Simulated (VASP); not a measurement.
A run of VASP 6.6.1 is set up as follows.

File POSCAR:

```
C
1.0
    1.7711992530      1.7711992530      0.0000000000
   -1.7711992530      1.7711992530      0.0000000000
    0.0000000000      1.7711992530      1.7711992530
C
2
Direct
    0.5000000000      0.5000000000      0.0000000000
    0.7500000000      0.2500000000      0.5000000000
```

File INCAR.step1:

```
SYSTEM = C
PREC = Accurate ; ENCUT = 520
ISMEAR = 0 ; SIGMA = 0.01
LREAL = .False. ; LASPH = .True.
NELM = 80 ; NBANDS = 11
GGA = PE ; ALGO = Normal
EDIFF = 1E-4 ; LWAVE = .True.
LCHARG = .False.
```

INCAR.step2

```
SYSTEM = C
PREC = Accurate ; ENCUT = 520
EDIFF = 1E-6 ; ISMEAR = 0
SIGMA = 0.01 ; LREAL = .False.
LASPH = .True. ; NELM = 80
ALGO = Normal ; ISIF = 2
LWAVE = .False. ; LCHARG = .False.
METAGGA = R2SCAN ; LMIXTAU = .True.
NBANDS = 11 ; ISTART = 1
```

The input KPOINTS:

```
Automatic mesh
0
Gamma
  12 12 12
  0 0 0
```

Potentials or basis: VASP PAW PBE potentials, release 64 (C).

The run is started by

```console
$ cat potpaw_PBE.64/C/POTCAR > POTCAR
$ cp INCAR.step1 INCAR
$ mpirun -np 1 vasp_std > vasp.out
$ cp INCAR.step2 INCAR
$ mpirun -np 1 vasp_std > vasp.out
```

Question: Estimate the pressure.

Answer: 8.2 GPa.

Question: What does it give for the band gap on the k mesh?

Answer: 4.39 eV (least direct gap 5.89 eV).

Caveat: the cell stands under pressure; the PAW data sets were made with another functional, which shifts forces and pressure a little. A k mesh can miss the band edges.
